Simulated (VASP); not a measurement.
# Sb in VASP: notebook

Runs on Sb. Level: PBE. Tasks: single point.

Program: VASP 6.6.1. These are calculated values, not measurements. Logs are shortened: lines on timing, memory, paths and dates and some standing lists are left out, and cuts for length are marked.

## Step 1: The cell of the first run

The cell holds a slab with vacuum, 3 atoms: a = 3.389 Å, b = 3.389 Å, c = 16.305 Å, α = 90.00°, β = 90.00°, γ = 120.00°.

## Step 2: Single point, PBE

File INCAR:

```
PREC = Accurate
ENCUT = 520
EDIFF = 1E-7
ISMEAR = -1
SIGMA = 0.1
LREAL = F
LASPH = T
NELM = 80
ALGO = Normal
ISIF = 2
LWAVE = F
LCHARG = F
LDIPOL = T
IDIPOL = 3
DIPOL = 0.5 0.5 0.500
GGA = PE
NBANDS = 14
```

File KPOINTS:

```
Automatic mesh
0
Gamma
  11 11 1
```

File POSCAR:

```
Sb
1.0
    3.3888387676      0.0000000000      0.0000000000
   -1.6944193838      2.9348204621      0.0000000000
    0.0000000000      0.0000000000     16.3045000000
Sb
3
Direct
    0.1666666667      0.3333333333      0.3373292777
    0.5000000000      1.0000000000      0.5000000023
    0.8333333333      0.6666666667      0.6626707223
```

Potentials or basis: VASP PAW PBE potentials, release 64 (Sb).

The run is started by

```sh
$ cat potpaw_PBE.64/Sb/POTCAR > POTCAR
$ mpirun -np 1 vasp_std > vasp.out
```

OUTCAR:

```text
PREC = Accurate
   ENCUT = 520
   EDIFF = 1E-7
   ISMEAR = -1
   LREAL = F
   LASPH = T
   NELM = 80
   ISIF = 2
   GGA = PE

 ion  position               nearest neighbor table
   1  0.167  0.333  0.337-   2 3.30   2 3.30   2 3.30
   2  0.500  0.000  0.500-   3 3.30   3 3.30   3 3.30   1 3.30   1 3.30   1 3.30
   3  0.833  0.667  0.663-   2 3.30   2 3.30   2 3.30

  LATTYP: Found a hexagonal cell.
 ALAT       =     3.3888387676
 C/A-ratio  =     4.8112350921

  Lattice vectors:

 A1 = (   3.3888387676,   0.0000000000,   0.0000000000)
 A2 = (  -1.6944193838,   2.9348204621,   0.0000000000)
 A3 = (   0.0000000000,   0.0000000000,  16.3045000000)

Analysis of symmetry for initial positions (statically):
=====================================================================
 Subroutine PRICEL returns:
 Original cell was already a primitive cell.

 Routine SETGRP: Setting up the symmetry group for a
 hexagonal supercell.

 Subroutine GETGRP returns: Found 12 space group operations
 (whereof  4 operations were pure point group operations)
 out of a pool of 24 trial point group operations.

The static configuration has the point symmetry C_2h.
 The point group associated with its full space group is D_3d.

Analysis of symmetry for dynamics (positions and initial velocities):
=====================================================================
 Subroutine PRICEL returns:
 Original cell was already a primitive cell.

 Routine SETGRP: Setting up the symmetry group for a
 hexagonal supercell.

 Subroutine GETGRP returns: Found 12 space group operations
 (whereof  4 operations were pure point group operations)
 out of a pool of 24 trial point group operations.

The dynamic configuration has the point symmetry C_2h.
 The point group associated with its full space group is D_3d.

 Subroutine INISYM returns: Found 12 space group operations
 (whereof  4 operations are pure point group operations),
 and found     1 'primitive' translations

----------------------------------------------------------------------------------------

                                     Primitive cell

  volume of cell :     162.1586

  direct lattice vectors                    reciprocal lattice vectors
     3.388838768  0.000000000  0.000000000     0.295086332  0.170368173  0.000000000
    -1.694419384  2.934820462  0.000000000     0.000000000  0.340736346  0.000000000
     0.000000000  0.000000000 16.304500000     0.000000000  0.000000000  0.061332761

  length of vectors
     3.388838768  3.388838768 16.304500000     0.340736346  0.340736346  0.061332761

  position of ions in fractional coordinates (direct lattice)
     0.166666667  0.333333333  0.337329278
     0.500000000  0.000000000  0.500000002
     0.833333333  0.666666667  0.662670722

  ion indices of the primitive-cell ions
   primitive index   ion index
                 1           1
                 2           2
                 3           3

----------------------------------------------------------------------------------------

 KPOINTS: Automatic mesh

Automatic generation of k-mesh.
 Grid dimensions read from file:
 generate k-points for:   11   11    1

 Generating k-lattice:

  Cartesian coordinates                     Fractional coordinates (reciprocal lattice)
     0.026826030  0.015488016  0.000000000     0.090909091  0.000000000  0.000000000
     0.000000000  0.030976031  0.000000000     0.000000000  0.090909091  0.000000000
     0.000000000  0.000000000  0.061332761     0.000000000  0.000000000  1.000000000

  Length of vectors
     0.030976031  0.030976031  0.061332761

  Shift w.r.t. Gamma in fractional coordinates (k-lattice)
     0.000000000  0.000000000  0.000000000

 Subroutine IBZKPT returns following result:
 ===========================================

 Found     16 irreducible k-points:

 Following reciprocal coordinates:
            Coordinates               Weight
  0.000000  0.000000  0.000000      1.000000
  0.090909  0.000000  0.000000      6.000000
  0.181818 -0.000000  0.000000      6.000000
  0.272727  0.000000  0.000000      6.000000
  0.363636  0.000000  0.000000      6.000000
  0.454545 -0.000000  0.000000      6.000000
[... 8 lines left out ...]
  0.272727  0.272727  0.000000      6.000000
  0.363636  0.272727  0.000000      6.000000
   k-points           NKPTS =     16   k-points in BZ     NKDIM =     16   number of bands    NBANDS=     14
   number of dos      NEDOS =    301   number of ions     NIONS =      3
   total plane-waves  NPLWV =  98784
   dimension x,y,z NGX =    28 NGY =   28 NGZ =  126
   dimension x,y,z NGXF=    56 NGYF=   56 NGZF=  252
   ions per type =               3
   NGX,Y,Z   is equivalent  to a cutoff of  13.74, 13.74, 12.85 a.u.
   NGXF,Y,Z  is equivalent  to a cutoff of  27.47, 27.47, 25.69 a.u.
 SYSTEM =  unknown system
   PREC   = accura    normal or accurate (medium, high low for compatibility)
   ISTART =      0    job   : 0-new  1-cont  2-samecut
   ICHARG =      2    charge: 1-file 2-atom 10-const
   ISPIN  =      1    spin polarized calculation?
   LNONCOLLINEAR =      F non collinear calculations
   LSORBIT =      F    spin-orbit coupling
   LASPH  =      T    aspherical Exc in radial PAW
   ENCUT  =  520.0 eV  38.22 Ry    6.18 a.u.   6.30  6.30 30.32*2*pi/ulx,y,z
   NELM   =     80;   NELMIN=  2; NELMDL= -5     # of ELM steps
   EDIFF  = 0.1E-06   stopping-criterion for ELM
   LREAL  =      F    real-space projection
   EDIFFG = 0.1E-05   stopping-criterion for IOM
   NSW    =      0    number of steps for IOM
   IBRION =     -1    ionic relax: 0-MD 1-quasi-New 2-CG
   NFREE  =      0    steps in history (QN), initial steepest desc. (CG)
   ISIF   =      2    stress and relaxation
   ISYM   =      2    0-nonsym 1-usesym 2-fastsym
   POTIM  = 0.5000    time-step for ionic-motion
   TEBEG  =    0.0;   TEEND  =   0.0 temperature during run
   PSTRESS=    0.0 pullay stress
   NELECT =      15.0000    total number of electrons
   NUPDOWN=      -1.0000    fix difference up-down
   EMIN   =  10.00;   EMAX   =-10.00  energy-range for DOS
   EFERMI =   0.00;   METHOD = LEGACY
   ISMEAR =    -1;   SIGMA  =   0.10  broadening in eV -4-tet -1-fermi 0-gaus
   EFERMI_NEDOS =   21; number of points for ismear=-14 and -15
   IALGO  =     38    algorithm
   IMIX   =      4    mixing-type and parameters
     AMIX     =   0.40;   BMIX     =  1.00
     AMIX_MAG =   1.60;   BMIX_MAG =  1.00
  volume/ion in A,a.u.               =      54.05       364.77
  Fermi-wavevector in a.u.,A,eV,Ry     =   0.740387  1.399128  7.458339  0.548172
  Thomas-Fermi vector in A             =   1.834777
   LORBIT       =      0    0 simple, 1 ext, 2 COOP (PROOUT), +10 PAW based schemes
   GGA     = PE    functional components
   LHFCALC =     F    Hartree Fock is set to
   AEXX    =    0.0000 exact exchange contribution
   IVDW    =     0    specifies the selected vdW correction
   LEPSILON=     F    determine dielectric tensor
   LRPA    =     F    only Hartree local field effects (RPA)
 non-spin polarized calculation
  energy-cutoff  :      520.00
  volume of cell :      162.16
 maximum number of plane-waves:      4393
 NGX is ok and might be reduce to    28

 number of electron      14.9999999 magnetization

 dipolmoment           0.000000      0.000000     -0.000000 electrons x Angstroem

 Free energy of the ion-electron system (eV)
  ---------------------------------------------------
  ext. energy  EPLUGINS =         0.00000000
  ---------------------------------------------------
  free energy    TOTEN  =       -11.12718177 eV

  energy without entropy =      -11.05031188  energy(sigma->0) =      -11.08874683

 E-fermi :   2.1214     XC(G=0):  -6.0004

 val. band max:        2.0395223370   @ k =   0.2727   0.2727   0.0000
 cond. band min:       2.1281527077   @ k =   0.4545   0.0909   0.0000
 fundamental gap:      0.0886303707
 Fermi energy:         2.1214011228

 k-point     1 :       0.0000    0.0000    0.0000
  band No.  band energies     occupation
      1     -10.5343      2.00000
      2      -9.1541      2.00000
      3      -7.5085      2.00000
      4      -2.3951      2.00000
      5       0.6575      2.00000
      6       4.0796      0.00000
      7       5.6630      0.00000
      8       5.6630      0.00000
      9       5.6771      0.00000
     10       6.5371      0.00000
     11       6.5371      0.00000
     12       7.1577      0.00000
     13       7.1577      0.00000
     14       7.2135      0.00000

 k-point     2 :       0.0909    0.0000    0.0000
  band No.  band energies     occupation
      1     -10.3919      2.00000
      2      -9.0152      2.00000
      3      -7.3796      2.00000
      4      -2.2545      2.00000
      5       0.7668      2.00000
      6       4.0921      0.00000
      7       4.3866      0.00000
      8       5.1741      0.00000
      9       5.4437      0.00000
     10       5.8144      0.00000
     11       6.2436      0.00000
     12       6.3027      0.00000
     13       7.0983      0.00000
     14       7.3141      0.00000
[... 207 lines left out ...]
      1      -7.0108      2.00000
      2      -6.0101      2.00000
      3      -5.3949      2.00000
      4      -1.8235      2.00000
      5      -1.7728      2.00000
      6      -0.7607      2.00000
      7      -0.6376      2.00000
      8       0.8603      1.99999
      9       1.0944      1.99993
     10       2.0395      1.38796
     11       3.2830      0.00002
     12       4.2388      0.00000
     13       7.3612      0.00000
     14       8.7065      0.00000

 k-point    16 :       0.3636    0.2727    0.0000
  band No.  band energies     occupation
      1      -6.3150      2.00000
      2      -5.7794      2.00000
      3      -5.5277      2.00000
      4      -2.1964      2.00000
      5      -1.4754      2.00000
      6      -1.4527      2.00000
      7      -0.4595      2.00000
      8      -0.0501      2.00000
      9       0.7609      2.00000
     10       2.8174      0.00190
     11       2.9549      0.00048
     12       3.8013      0.00000
     13       7.8394      0.00000
     14       7.8449      0.00000

------------------------ aborting loop because EDIFF is reached ----------------------------------------

 vacuum level on the upper side and lower side of the slab       (xc-potential included)        -0.470        -0.470

  FORCE on cell =-STRESS in cart. coord.  units (eV):
  Direction    XX          YY          ZZ          XY          YZ          ZX
  --------------------------------------------------------------------------------------
  -------------------------------------------------------------------------------------
  Total       -0.7376124     -0.7376124     -0.0290400      0.0000000     -0.0000000      0.0000000
  in kB       -7.2878402     -7.2878402     -0.2869245      0.0000000     -0.0000000      0.0000000
  external PRESSURE =      -4.9542017 kB  Pullay stress =       0.0000000 kB

 VOLUME and BASIS-vectors are now :
 -----------------------------------------------------------------------------
  energy-cutoff  :      520.00
  volume of cell :      162.16
      direct lattice vectors                 reciprocal lattice vectors
     3.388838768  0.000000000  0.000000000     0.295086332  0.170368173  0.000000000
    -1.694419384  2.934820462  0.000000000     0.000000000  0.340736346  0.000000000
     0.000000000  0.000000000 16.304500000     0.000000000  0.000000000  0.061332761

 POSITION                                       TOTAL-FORCE (eV/Angst)
 -----------------------------------------------------------------------------------
      0.00000      0.97827      5.49999         0.000000     -0.000000      0.003873
      1.69442      0.00000      8.15225        -0.000000     -0.000000     -0.000000
      1.69442      1.95655     10.80451        -0.000000      0.000000     -0.003873
 -----------------------------------------------------------------------------------
    total drift:                               -0.000000      0.000000     -0.000013

  FREE ENERGIE OF THE ION-ELECTRON SYSTEM (eV)
  ---------------------------------------------------
  free  energy   TOTEN  =       -11.1271817731 eV

  energy  without entropy=      -11.0503118788  energy(sigma->0) =      -11.08874683

 vacuum level on the upper side and lower side of the slab         5.898         5.898
```

Wall time 1.8 min (1 thread of AMD EPYC 7R13, shared host); peak memory 0.27 GiB.

Results:

| Item | Value |
| --- | --- |
| Free energy | -11.1272 eV |
| Largest force | 0.004 eV/Å |

Forces on the atoms (eV/Å):
```
Sb   0.000  0.000  0.004
Sb   0.000  0.000  0.000
Sb   0.000  0.000 -0.004
```

Caveat: spin-orbit coupling is left out, which moves the levels of the heavy elements.

## Step 3: Single point, PBE

This run uses another cell than the first one, of 71.39 Å³/atom, 1.321 times its volume.

File INCAR:

```
SYSTEM = Sb
ALGO = Normal ; DIPOL = 0.5 0.5 0.500
EDIFF = 1E-6 ; ENCUT = 520
GGA = PE ; IDIPOL = 3
ISIF = 2 ; ISMEAR = -1
LASPH = .TRUE. ; LCHARG = .FALSE.
LDIPOL = .TRUE. ; LREAL = .FALSE.
LWAVE = .FALSE. ; NBANDS = 14
NELM = 60 ; PREC = Accurate
SIGMA = 0.1
```

File KPOINTS:

```
k-points
0
G
  11 11 1
  0 0 0
```

File POSCAR:

```
Sb
1.0
    3.3888387676      0.0000000000      0.0000000000
   -1.6944193838      2.9348204621      0.0000000000
    0.0000000000      0.0000000000     21.5340000000
Sb
3
Direct
    0.1666666665      0.3333333335      0.3715066748
    0.5000000005      0.9999999995      0.4999999996
    0.8333333335      0.6666666665      0.6284933252
```

Potentials or basis: VASP PAW PBE potentials, release 64 (Sb).

The run is started by

```sh
$ cat potpaw_PBE.64/Sb/POTCAR > POTCAR
$ mpirun -np 1 vasp_std > vasp.out
```

It took 2.4 min on 1 thread of AMD EPYC 7R13, shared host; peak memory 0.31 GiB.

The run converged. Its results:

```
Free energy   : -11.1077 eV
Largest force : 0.139 eV/Å
```

Forces on the atoms (eV/Å):
```
Sb   0.000  0.000  0.139
Sb   0.000  0.000  0.000
Sb   0.000  0.000 -0.139
```

Levels at points of the mesh, in eV from the Fermi level:
```tsv
k point	band 3	band 4	band 5	band 6	band 7	band 8	band 9	band 10	band 11	band 12
(0.00, 0.00, 0.00)	-9.79	-4.47	-1.67	1.58	3.75	3.75	3.75	4.33	4.52	4.52
```

Caveat: spin-orbit coupling is left out, which moves the levels of the heavy elements.

## Step 4: Single point, PBE

This run uses another cell than the first one, of 71.39 Å³/atom, 1.321 times its volume.

File INCAR:

```
ALGO = Normal ; DIPOL = 0.5 0.5 0.500
EDIFF = 1E-7 ; ENCUT = 520
GGA = PE ; IDIPOL = 3
ISIF = 2 ; ISMEAR = -1
LASPH = True ; LCHARG = False
LDIPOL = True ; LREAL = False
LWAVE = False ; NBANDS = 14
NELM = 100 ; PREC = Accurate
SIGMA = 0.1
```

File KPOINTS:

```
k-points
0
Gamma
  11 11 1
```

POSCAR is that of step 3.

The run is started by

```sh
$ cat potpaw_PBE.64/Sb/POTCAR > POTCAR
$ mpirun -np 1 vasp_std > vasp.out
```

Run time: 2.1 min. Hardware: 1 thread of AMD EPYC 7R13, shared host; peak memory 0.31 GiB.

Results (log left out):

| Property | Result |
| --- | --- |
| Free energy | -11.1077 eV |
| Largest force | 0.139 eV/Å |

Forces on the atoms (eV/Å):
```
Sb   0.000  0.000  0.139
Sb   0.000  0.000  0.000
Sb   0.000  0.000 -0.139
```

Levels at points of the mesh, in eV from the Fermi level:
| k point | band 5 | band 6 | band 7 | band 8 | band 9 | band 10 |
| --- | --- | --- | --- | --- | --- | --- |
| (0.00, 0.00, 0.00) | -1.67 | 1.58 | 3.75 | 3.75 | 3.75 | 4.32 |

Caveat: spin-orbit coupling is left out, which moves the levels of the heavy elements.

## Step 5: Single point, PBE

This run uses another cell than the first one, of 71.39 Å³/atom, 1.321 times its volume.

File INCAR:

```
PREC = Accurate
ENCUT = 520
EDIFF = 1E-6
ISMEAR = -1
SIGMA = 0.1
LREAL = F
LASPH = T
NELM = 100
ALGO = Normal
ISIF = 2
LWAVE = F
LCHARG = F
LDIPOL = T
IDIPOL = 3
DIPOL = 0.5 0.5 0.500
GGA = PE
NBANDS = 14
```

File KPOINTS:

```
regular mesh
0
Gamma
  11 11 1
```

File POSCAR:

```
Sb
1.0
    3.3888387676      0.0000000000      0.0000000000
   -1.6944193838      2.9348204621      0.0000000000
    0.0000000000      0.0000000000     21.5340000000
Sb
3
Direct
    0.1666666667      0.3333333333      0.3768336209
    0.5000000000      1.0000000000      0.5000000010
    0.8333333333      0.6666666667      0.6231663776
```

The run is started by

```sh
$ cat potpaw_PBE.64/Sb/POTCAR > POTCAR
$ mpirun -np 1 vasp_std > vasp.out
```

It took 2.1 min on 1 thread of AMD EPYC 7R13, shared host; peak memory 0.31 GiB.

Results (log left out):

```yaml
Free_energy: -11.1266 eV
Largest_force: 0.004 eV/Å
```

Forces in eV/Å, atoms in the order of the input:
```
Sb   0.000  0.000  0.004
Sb   0.000  0.000  0.000
Sb   0.000  0.000 -0.004
```

Levels at points of the mesh, in eV from the Fermi level:
| k point | band 4 | band 5 | band 6 | band 7 | band 8 | band 9 | band 10 | band 11 |
| --- | --- | --- | --- | --- | --- | --- | --- | --- |
| (0.00, 0.00, 0.00) | -4.52 | -1.46 | 1.94 | 3.54 | 3.54 | 3.74 | 4.38 | 4.42 |

Caveat: spin-orbit coupling is left out, which moves the levels of the heavy elements.

## Step 6: Single point, PBE

This run uses another cell than the first one, of 71.39 Å³/atom, 1.321 times its volume.

File INCAR:

```
ALGO     = Normal         # electronic algorithm
DIPOL    = 0.5 0.5 0.500
EDIFF    = 1E-7           # SCF threshold, eV
EFIELD   = -0.1         
ENCUT    = 520            # plane-wave cutoff, eV
GGA      = PE             # functional
IDIPOL   = 3            
ISIF     = 2              # what is computed and relaxed
ISMEAR   = -1             # smearing method
LASPH    = True           # aspherical terms in the spheres
LCHARG   = True           # write CHGCAR
LDIPOL   = True         
LELF     = True           # ELF
LREAL    = False          # projectors in reciprocal space
LVACPOTAV= True         
LVHAR    = True         
LWAVE    = False          # write WAVECAR
NBANDS   = 14             # bands
NELM     = 100            # most SCF steps
PREC     = Accurate       # precision mode
SIGMA    = 0.1            # smearing width, eV
```

File KPOINTS:

```
k-points
0
Gamma
  11 11 1
```

POSCAR is that of step 5.

Potentials or basis: VASP PAW PBE potentials, release 64 (Sb).

The run is started by

```sh
$ cat potpaw_PBE.64/Sb/POTCAR > POTCAR
$ mpirun -np 1 vasp_std > vasp.out
```

It took 3 min on 1 thread of AMD EPYC 7R13, shared host; peak memory 0.31 GiB.

Results (log left out):

```yaml
Free_energy: -11.1290 eV
Largest_force: 0.008 eV/Å
```

Forces on the atoms (eV/Å):
```
Sb   0.000  0.000  0.000
Sb   0.000  0.000  0.008
Sb   0.000  0.000 -0.008
```

Levels at points of the mesh, in eV from the Fermi level:
```
           k point  band 4  band 5  band 6  band 7  band 8  band 9  band 10  band 11
(0.00, 0.00, 0.00)   -4.52   -1.46    1.93    3.54    3.54    3.65     4.42     4.42
```

Caveat: spin-orbit coupling is left out, which moves the levels of the heavy elements.

## Step 7: Summary

```csv
cell,electric field (eV/Å),gap on the mesh (eV)
"a = 3.389, b = 3.389, c = 16.305 Å, angles 90.0, 90.0, 120.0°, 3 atoms",-,none
"a = 3.389, b = 3.389, c = 21.534 Å, angles 90.0, 90.0, 120.0°, 3 atoms",-,none
"a = 3.389, b = 3.389, c = 21.534 Å, angles 90.0, 90.0, 120.0°, 3 atoms",0.1,none
```

Some of these runs hold the atoms at other places in the same cell, which the table doesn't show; runs alike in all that it shows share one row.

Alike in all rows: task single point; level PBE; potentials or basis VASP PAW PBE potentials, release 64 (Sb); no spin polarisation; k mesh 11 × 11 × 1; cutoff (eV) 520; smearing fermi-dirac 0.1 eV.

Caveats: spin-orbit coupling is left out, which moves the levels of the heavy elements.

Absolute energies hang on the potentials; compare differences alone.
